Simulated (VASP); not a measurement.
Wanted: the native input for a VASP 6.6.1 run.

```yaml
Task: single point
Functional: r2SCAN
Potentials_or_basis: VASP PAW PBE potentials, release 64 (Pd)
Cutoff: 520 eV
k_mesh: 12 × 12 × 12
Occupations: fermi-dirac, width 0.05 eV
Spin: no spin polarisation
Dipole_correction: no
Further_INCAR_settings: ALGO = Normal; EDIFF = 1e-06; NBANDS = 11
```

Crystal: Pd.

```
Pd
1.0
     0.00000    1.95939    1.95939
     1.95939    0.00000    1.95939
     1.95939    1.95939    0.00000
Pd
1
Cartesian
  0.0000 0.0000 0.0000
```

The input as run:

POSCAR

```
Pd
1.0
    0.0000000000      1.9593911042      1.9593911042
    1.9593911042      0.0000000000      1.9593911042
    1.9593911042      1.9593911042      0.0000000000
Pd
1
Direct
    0.0000000000      0.0000000000      0.0000000000
```

INCAR.step1

```
  ALGO = Normal
  EDIFF = 1E-4
  ENCUT = 520
  GGA = PE
  ISMEAR = -1
  LASPH = T
  LCHARG = F
  LREAL = F
  LWAVE = T
  NBANDS = 11
  NELM = 100
  PREC = Accurate
  SIGMA = 0.05
```

INCAR.step2

```
  ALGO = Normal
  EDIFF = 1E-6
  ENCUT = 520
  ISIF = 2
  ISMEAR = -1
  ISTART = 1
  LASPH = T
  LCHARG = F
  LMIXTAU = T
  LREAL = F
  LWAVE = F
  METAGGA = R2SCAN
  NBANDS = 11
  NELM = 100
  PREC = Accurate
  SIGMA = 0.05
```

KPOINTS

```
k-points
0
Gamma
  12 12 12
```

Potentials or basis: VASP PAW PBE potentials, release 64 (Pd).

Launch:

```sh
$ cat potpaw_PBE.64/Pd/POTCAR > POTCAR
$ cp INCAR.step1 INCAR
$ mpirun -np 1 vasp_std > vasp.out
$ cp INCAR.step2 INCAR
$ mpirun -np 1 vasp_std > vasp.out
```

Results of the run:

```yaml
Pressure: -1.0 GPa
Band_gap_on_the_k_mesh: zero (band 5 reaches 9.57 eV, above the bottom of band 6 at 7.94 eV)
```

Caveat: the PAW data sets were made with another functional, which shifts forces and pressure a little.

Run time: 58 s on 1 thread of AMD EPYC 9R45 (Zen 5), on a shared host, peak memory 0.11 GiB.
